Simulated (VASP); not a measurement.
Write the native input for VASP 6.6.1 that does the following.

```
Task                   : single point
Functional             : PBEsol
Potentials or basis    : VASP PAW PBE potentials, release 64 (P)
Cutoff                 : 520 eV
k mesh                 : 8 × 1 × 6
Occupations            : gaussian, width 0.05 eV
Spin                   : no spin polarisation
Dipole correction      : no
Further INCAR settings : ALGO = Normal; EDIFF = 1e-06; NBANDS = 18
```

The structure of P lies in POSCAR:

```
P
1.0
    3.2843671164      0.0000000000      0.0000000000
    0.0000000000     34.8747471215      0.0000000000
    0.0000000000      0.0000000000      4.2594337445
P
4
Direct
    0.0000000000      0.9696876239      0.5826201324
    0.0000000000      0.0303123761      0.4173798676
    0.5000000000      0.0303123761      0.0826201324
    0.5000000000      0.9696876239      0.9173798676
```

This cell differs from its parent crystal: strain +0.000 along x and y, -0.040 along z.

One way to write it, as run:

INCAR

```
PREC     = Accurate       # precision mode
ENCUT    = 520            # plane-wave cutoff, eV
EDIFF    = 1E-6           # SCF threshold, eV
ISMEAR   = 0              # smearing method
SIGMA    = 0.05           # smearing width, eV
LREAL    = False          # projectors in reciprocal space
LASPH    = True           # aspherical terms in the spheres
NELM     = 60             # most SCF steps
ALGO     = Normal         # electronic algorithm
ISIF     = 2              # what is computed and relaxed
LWAVE    = False          # write WAVECAR
LCHARG   = False          # write CHGCAR
GGA      = PS             # functional
NBANDS   = 18             # bands
```

KPOINTS

```
regular mesh
0
Gamma
  8 1 6
```

Potentials or basis: VASP PAW PBE potentials, release 64 (P).

Launch:

```bash
$ cat potpaw_PBE.64/P/POTCAR > POTCAR
$ mpirun -np 1 vasp_std > vasp.out
```

It gave:

The largest force is 0.604 eV/Å and the band gap on the k mesh is 0.43 eV.

Caveat: the cell differs from its parent crystal (strain +0.000 along x and y, -0.040 along z); the PAW data sets were made with another functional, which shifts forces and pressure a little.

Wall time 7 min on 1 thread of Oxide Virtual Turin-like Processor, with other jobs on the host, peak memory 0.47 GiB.
